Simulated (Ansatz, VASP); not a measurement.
Ti2C: VASP beside Ansatz

```
CELL_PARAMETERS angstrom
1.44260 0.83289 3.56895
-1.44260 0.83289 3.56895
0.00000 -1.66577 3.56895
ATOMIC_POSITIONS crystal
Ti 0.25875 0.25875 0.25875
Ti 0.74125 0.74125 0.74125
C 0.50000 0.50000 0.50000
```

Change from the starting cell: volume scaled by 0.65, PAW files.

Alike in both runs: task electric field gradients; functional LDA; k mesh 14 × 14 × 14; occupations fermi-dirac, width 0.05 eV; no spin polarisation.

|  | VASP | Ansatz |
| --- | --- | --- |
| version | VASP 6.6.1 | Ansatz 0.2.0 |
| potentials or method | VASP PAW LDA potentials, release 64 (Ti_sv, C) | PAW with Ansatz's default frozen-core files, scalar-relativistic |
| plane-wave cutoff (eV) | 520 | 420 |
| valence electrons in the cell | 28 | 28 |

|  | VASP | Ansatz | Ansatz less VASP |
| --- | --- | --- | --- |
| pressure (GPa) | 108.3 | 107.3 | -0.94 |
| traceless stress, the component that is largest in VASP (GPa) | 0.13 | -0.02 | -0.156 |
| rms of the force components (eV/Å) | 0.011 | 0.001 | -0.0100 |
| size of Vzz on the site where it differs most (V/Å²) | 60.5 | 61.6 | +1.10 |

LDA's correlation is that of Perdew and Zunger in VASP and of Perdew and Wang (1992) in Ansatz. Atom by atom the forces differ by 0.010 eV/Å (rms over components). Both programs put the cell under a high pressure, so it lies far from rest at this level.

Noted on VASP's run: the cell as given lies far from equilibrium.
